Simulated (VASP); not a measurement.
# Cr (Im-3m) in VASP: settings compared, part 2 of 2

VASP 6.6.1.

## 4. Single point, PBE+U, collinear spin, ferromagnetic start

File POSCAR:

```
Cr
1.0
   -1.4844496776      1.4844496776      1.4844496776
    1.4844496776     -1.4844496776      1.4844496776
    1.4844496776      1.4844496776     -1.4844496776
Cr
1
Direct
    0.0000000000      0.0000000000      0.0000000000
```

File INCAR.step1:

```
SYSTEM = Cr
ALGO = Normal
EDIFF = 1E-6
ENCUT = 520
GGA = PE
GGA_COMPAT = .FALSE.
ISMEAR = 1
ISPIN = 2
LASPH = .TRUE.
LCHARG = .TRUE.
LDAU = .TRUE.
LDAUJ = 0
LDAUL = 2
LDAUTYPE = 2
LDAUU = 4
LMAXMIX = 4
LORBIT = 11
LREAL = .FALSE.
LWAVE = .FALSE.
MAGMOM = 3
NBANDS = 26
NELM = 200
PREC = Accurate
SIGMA = 0.1
```

File KPOINTS.step1:

```
k-points
0
Gamma
  14 14 14
```

File INCAR.step2:

```
SYSTEM = Cr
ALGO = Normal
EDIFF = 1E-6
EMAX = 17.3396
EMIN = -7.6604
ENCUT = 520
GGA = PE
GGA_COMPAT = .FALSE.
ICHARG = 11
ISMEAR = -5
ISPIN = 2
LASPH = .TRUE.
LCHARG = .FALSE.
LDAU = .TRUE.
LDAUJ = 0
LDAUL = 2
LDAUTYPE = 2
LDAUU = 4
LMAXMIX = 4
LORBIT = 11
LREAL = .FALSE.
LWAVE = .FALSE.
MAGMOM = 3
NBANDS = 26
NEDOS = 4001
NELM = 200
PREC = Accurate
```

File KPOINTS.step2:

```
Automatic mesh
0
Gamma
  38 38 38
  0 0 0
```

Potentials or basis: VASP PAW PBE potentials, release 64 (Cr_pv).

Started as:

```bash
cat potpaw_PBE.64/Cr_pv/POTCAR > POTCAR
cp INCAR.step1 INCAR
cp KPOINTS.step1 KPOINTS
mpirun -np 1 vasp_std > vasp.out
cp INCAR.step2 INCAR
cp KPOINTS.step2 KPOINTS
mpirun -np 1 vasp_std > vasp.out
```

OUTCAR:

```text
SYSTEM = Cr
   EDIFF = 1E-6
   EMIN = -7.6604
   ENCUT = 520
   GGA = PE
   ICHARG = 11
   ISMEAR = -5
   ISPIN = 2
   LASPH = .TRUE.
   LORBIT = 11
   LREAL = .FALSE.
   NELM = 200
   PREC = Accurate

 ion  position               nearest neighbor table
   1  0.000  0.000  0.000-

  LATTYP: Found a body centered cubic cell.
 ALAT       =     2.9688993552

  Lattice vectors:

 A1 = (  -1.4844496776,   1.4844496776,   1.4844496776)
 A2 = (   1.4844496776,  -1.4844496776,   1.4844496776)
 A3 = (   1.4844496776,   1.4844496776,  -1.4844496776)

[... 1231 lines left out ...]
  -------------------------------------------------------------------------------------
  Total       -1.4858573     -1.4858573     -1.4858573      0.0000000      0.0000000      0.0000000
  in kB     -181.9412777   -181.9412777   -181.9412777      0.0000000      0.0000000      0.0000000
  external PRESSURE =    -181.9412777 kB  Pullay stress =       0.0000000 kB

 VOLUME and BASIS-vectors are now :
 -----------------------------------------------------------------------------
  energy-cutoff  :      520.00
  volume of cell :       13.08
      direct lattice vectors                 reciprocal lattice vectors
    -1.484449678  1.484449678  1.484449678     0.000000000  0.336825160  0.336825160
     1.484449678 -1.484449678  1.484449678     0.336825160  0.000000000  0.336825160
     1.484449678  1.484449678 -1.484449678     0.336825160  0.336825160  0.000000000

 POSITION                                       TOTAL-FORCE (eV/Angst)
 -----------------------------------------------------------------------------------
      0.00000      0.00000      0.00000        -0.000000     -0.000000      0.000000
 -----------------------------------------------------------------------------------
    total drift:                                0.000000     -0.000000      0.000000

  FREE ENERGIE OF THE ION-ELECTRON SYSTEM (eV)
  ---------------------------------------------------
  free  energy   TOTEN  =        -4.7988891101 eV

  energy  without entropy=       -4.7988891101  energy(sigma->0) =       -4.79888911

 total charge

# of ion       s       p       d       tot
------------------------------------------
    1        0.410   6.360   4.029  10.798

 magnetization (x)

# of ion       s       p       d       tot
------------------------------------------
    1        0.001   0.001  -0.083  -0.080
```

OUTCAR.step1:

```text
SYSTEM = Cr
   EDIFF = 1E-6
   ENCUT = 520
   GGA = PE
   ISMEAR = 1
   ISPIN = 2
   LASPH = .TRUE.
[... 1263 lines left out ...]
    total drift:                               -0.000000      0.000000      0.000000

  FREE ENERGIE OF THE ION-ELECTRON SYSTEM (eV)
  ---------------------------------------------------
  free  energy   TOTEN  =        -4.8004007340 eV

  energy  without entropy=       -4.8007165551  energy(sigma->0) =       -4.80050601

 total charge

# of ion       s       p       d       tot
------------------------------------------
    1        0.410   6.358   4.033  10.800

 magnetization (x)

# of ion       s       p       d       tot
------------------------------------------
    1        0.001   0.002  -0.117  -0.114
```

Wall time 9 min (1 thread of Intel Xeon Platinum 8559C (Emerald Rapids), shared host); peak memory 1.3 GiB.

What came out:

```
Net moment                                            : -0.11 μB per cell
Site moments                                          : Cr -0.08 μB
Valence electrons inside the program's atomic spheres : Cr 10.80
Density of states at the Fermi level                  : 0.61 states/eV/atom
```

Levels at points of the mesh, in eV from the Fermi level:
Spin up:
```tsv
k point	band 2	band 3	band 4	band 5	band 6	band 7	band 8	band 9	band 10	band 11
(0.00, 0.00, 0.00)	-42.95	-42.95	-7.42	-0.80	-0.80	-0.80	1.89	1.89	6.91	21.28
(0.50, 0.00, 0.00)	-43.15	-42.96	-3.67	-2.09	0.82	1.59	2.18	2.32	6.90	8.60
```
Spin down:
```csv
k point,band 3,band 4,band 5,band 6,band 7,band 8,band 9,band 10
"(0.00, 0.00, 0.00)",-43.07,-7.42,-1.15,-1.15,-1.15,1.94,1.94,6.74
"(0.50, 0.00, 0.00)",-43.08,-3.82,-2.42,0.83,1.53,1.95,2.22,6.72
```

Caveat: an empty level that is flat over the whole mesh can mark a ghost state of the potentials, or a narrow d or f band; the U is typed as a test and isn't derived for this compound; tetrahedron occupations give inexact forces and stress in metals. The state reached can hang on the start; a lower one may exist.

## 5. Single point, RPBE+U, collinear spin, ferromagnetic start

This run uses another cell than the first one, of 23.61 Å³/atom.

File INCAR:

```
PREC     = Accurate       # precision mode
ENCUT    = 520            # plane-wave cutoff, eV
EDIFF    = 1E-6           # SCF threshold, eV
ISMEAR   = 1              # smearing method
SIGMA    = 0.15           # smearing width, eV
LREAL    = F              # projectors in reciprocal space
LASPH    = T              # aspherical terms in the spheres
NELM     = 150            # most SCF steps
ALGO     = Normal         # electronic algorithm
ISIF     = 2              # what is computed and relaxed
LWAVE    = F              # write WAVECAR
LCHARG   = F              # write CHGCAR
ISPIN    = 2              # spin polarisation
MAGMOM   = 3              # initial moments
LORBIT   = 11             # projections on sites
LMAXMIX  = 4              # l up to which the mixer works
LDAU     = T              # DFT+U
LDAUTYPE = 2            
LDAUL    = 2              # shell
LDAUU    = 3.5            # U, eV
LDAUJ    = 0            
LDAUPRINT= 1            
GGA      = RP             # functional
NBANDS   = 16             # bands
```

File KPOINTS:

```
regular mesh
0
Gamma
  12 12 12
```

File POSCAR:

```
Cr
1.0
   -1.8073093760      1.8073093760      1.8073093760
    1.8073093760     -1.8073093760      1.8073093760
    1.8073093760      1.8073093760     -1.8073093760
Cr
1
Direct
    0.0000000000      0.0000000000      0.0000000000
```

Started as:

```bash
cat potpaw_PBE.64/Cr_pv/POTCAR > POTCAR
mpirun -np 1 vasp_std > vasp.out
```

Wall time 57 s (1 thread of AMD EPYC 7R13, shared host); peak memory 0.14 GiB.

The run converged. Its results:

| Item | Value |
| --- | --- |
| Free energy | -6.0397 eV |
| Pressure | -1.5 GPa |
| Net moment | 4.86 μB per cell |
| Site moments | Cr +4.25 μB |
| Valence electrons inside the program's atomic spheres | Cr 10.53 |

Levels at points of the mesh, in eV from the Fermi level:
Spin up:
| k point | band 6 | band 7 | band 8 | band 9 | band 10 | band 11 |
| --- | --- | --- | --- | --- | --- | --- |
| (0.00, 0.00, 0.00) | -1.69 | -1.69 | -1.05 | -1.05 | 7.55 | 15.50 |
| (0.50, 0.00, 0.00) | -1.04 | -0.96 | -0.55 | -0.24 | 2.95 | 7.55 |
| (0.50, 0.50, 0.50) | -0.39 | -0.39 | -0.39 | 4.94 | 4.94 | 4.94 |
Spin down:
```tsv
k point	band 2	band 3	band 4	band 5	band 6	band 7
(0.00, 0.00, 0.00)	-38.85	-38.85	-4.63	4.60	4.60	4.60
(0.50, 0.00, 0.00)	-38.88	-38.85	0.37	0.94	3.54	5.62
(0.50, 0.50, 0.50)	-38.92	-38.92	1.85	1.85	6.42	6.42
```

Eigenvalues of the final occupation matrices:
```csv
site,spin,trace,eigenvalues
site 1 d,1,4.20,0.82 0.82 0.82 0.87 0.87
site 1 d,2,0.02,0.00 0.00 0.00 0.00 0.00
```

Caveat: an empty level that is flat over the whole mesh can mark a ghost state of the potentials, or a narrow d or f band; the PAW data sets were made with another functional, which shifts forces and pressure a little; the U is typed as a test and isn't derived for this compound.

## 6. Relaxation of cell and atoms, RPBE+U, collinear spin, ferromagnetic start

File INCAR:

```
SYSTEM = Cr
PREC = Accurate
ENCUT = 600
EDIFF = 1E-7
ISMEAR = 1
SIGMA = 0.15
LREAL = .False.
LASPH = .True.
NELM = 150
ALGO = Normal
ISIF = 3
LWAVE = .False.
LCHARG = .False.
ISPIN = 2
MAGMOM = 3
LORBIT = 11
LMAXMIX = 4
LDAU = .True.
LDAUTYPE = 2
LDAUL = 2
LDAUU = 3.5
LDAUJ = 0
LDAUPRINT = 1
GGA = RP
IBRION = 2
NSW = 60
EDIFFG = -0.01
```

File KPOINTS:

```
Automatic mesh
0
Gamma
  12 12 12
  0 0 0
```

File POSCAR:

```
Cr
1.0
   -1.4844496776      1.4844496776      1.4844496776
    1.4844496776     -1.4844496776      1.4844496776
    1.4844496776      1.4844496776     -1.4844496776
Cr
1
Direct
    0.0000000000      0.0000000000      0.0000000000
```

Potentials or basis: VASP PAW PBE potentials, release 64 (Cr_pv).

Started as:

```bash
cat potpaw_PBE.64/Cr_pv/POTCAR > POTCAR
mpirun -np 1 vasp_std > vasp.out
```

Wall time 2.1 min (1 thread of AMD EPYC 7R13, shared host); peak memory 0.14 GiB.

It converged, with:

```yaml
Free_energy: -4.9251 eV
Relaxed_volume: 12.13 Å³/atom
Relaxed_cell: a = 2.507 Å, b = 2.507 Å, c = 2.507 Å, α = 109.47°, β = 109.47°, γ = 109.47°
Space_group_after_relaxing_to_0.1_Å: Im-3m (No. 229)
Energy_gained_by_relaxing: 44.4 meV/atom
Ionic_steps: 4
Pressure_after_relaxing: 0.0 GPa
Band_gap_on_the_k_mesh: zero (filled and empty bands overlap)
Net_moment: 0.00 μB per cell
Valence_electrons_inside_the_program's_atomic_spheres: Cr 10.96
```

The path:
| step | energy change (eV) | largest force (eV/Å) | pressure (GPa) | volume (Å³) |
| --- | --- | --- | --- | --- |
| 1 | 0.0000 | 0.0000 | -13.88 | 13.08 |
| 2 | 0.0315 | 0.0000 | 24.77 | 11.05 |
| 3 | -0.0444 | 0.0000 | -0.35 | 12.15 |
| 4 | -0.0444 | 0.0000 | 0.01 | 12.13 |

Final structure:
```yaml
crystal:
  lattice:
    - [-1.44731, 1.44731, 1.44731]
    - [1.44731, -1.44731, 1.44731]
    - [1.44731, 1.44731, -1.44731]
  atoms:
    - { symbol: Cr, position: [0.00000, 0.00000, 0.00000] }
```

Levels at points of the mesh, in eV from the Fermi level:
Spin up:
| k point | band 2 | band 3 | band 4 | band 5 | band 6 | band 7 | band 8 | band 9 | band 10 | band 11 |
| --- | --- | --- | --- | --- | --- | --- | --- | --- | --- | --- |
| (0.00, 0.00, 0.00) | -43.03 | -43.03 | -7.78 | -1.07 | -1.07 | -1.07 | 1.77 | 1.77 | 6.90 | 21.81 |
| (0.50, 0.00, 0.00) | -43.28 | -43.03 | -4.16 | -2.50 | 0.88 | 1.49 | 2.10 | 2.40 | 6.88 | 9.30 |
| (0.50, 0.50, 0.50) | -43.57 | -43.57 | -3.42 | -3.42 | 2.04 | 2.04 | 2.04 | 6.89 | 10.08 | 10.08 |
Spin down:
| k point | band 2 | band 3 | band 4 | band 5 | band 6 | band 7 | band 8 | band 9 | band 10 | band 11 |
| --- | --- | --- | --- | --- | --- | --- | --- | --- | --- | --- |
| (0.00, 0.00, 0.00) | -43.03 | -43.03 | -7.78 | -1.07 | -1.07 | -1.07 | 1.77 | 1.77 | 6.90 | 21.81 |
| (0.50, 0.00, 0.00) | -43.28 | -43.03 | -4.16 | -2.50 | 0.88 | 1.49 | 2.10 | 2.40 | 6.88 | 9.30 |
| (0.50, 0.50, 0.50) | -43.57 | -43.57 | -3.42 | -3.42 | 2.04 | 2.04 | 2.04 | 6.89 | 10.08 | 10.08 |

Eigenvalues of the final occupation matrices:
```csv
site,spin,trace,eigenvalues
site 1 d,1,2.07,0.26 0.26 0.52 0.52 0.52
site 1 d,2,2.07,0.26 0.26 0.52 0.52 0.52
```

Caveat: the PAW data sets were made with another functional, which shifts forces and pressure a little; the U is typed as a test and isn't derived for this compound.

## 7. Summary

```tsv
level	U	cell	k mesh	cutoff (eV)	smearing	tolerance level	purpose	K density	dipole correction	gap on the mesh (eV)	moment (μB)
PBE+U	Cr d U = 4 eV	a = 2.571 Å, angles 109.5°, 1 atom	17 × 17 × 17	300	tetrahedron 0.1 eV	standard	density of states	14 × 14 × 14	-	none	0.11
PBE+U	Cr d U = 4 eV	a = 2.571 Å, angles 109.5°, 1 atom	38 × 38 × 38	520	tetrahedron 0.1 eV	standard	density of states	14 × 14 × 14	-	none	0.11
RPBE+U	Cr d U = 3.5 eV	a = 3.130 Å, angles 109.5°, 1 atom	12 × 12 × 12	520	methfessel-paxton 0.15 eV	-	-	-	no	none	4.86
```

Alike in all rows: task single point; potentials or basis VASP PAW PBE potentials, release 64 (Cr_pv); spin collinear, ferromagnetic start.

Caveats: the U is typed as a test and isn't derived for this compound; tetrahedron occupations give inexact forces and stress in metals (at least some runs); an empty level that is flat over the whole mesh can mark a ghost state of the potentials, or a narrow d or f band (at least some runs); the cutoff is under 1.25 times the usual one of these potentials, so pressure, stress and relaxed cells hold a basis-set (Pulay) error (at least some runs); the PAW data sets were made with another functional, which shifts forces and pressure a little (at least some runs).

Total energies depend on the potentials used, so only differences within one code and one set of settings carry meaning.
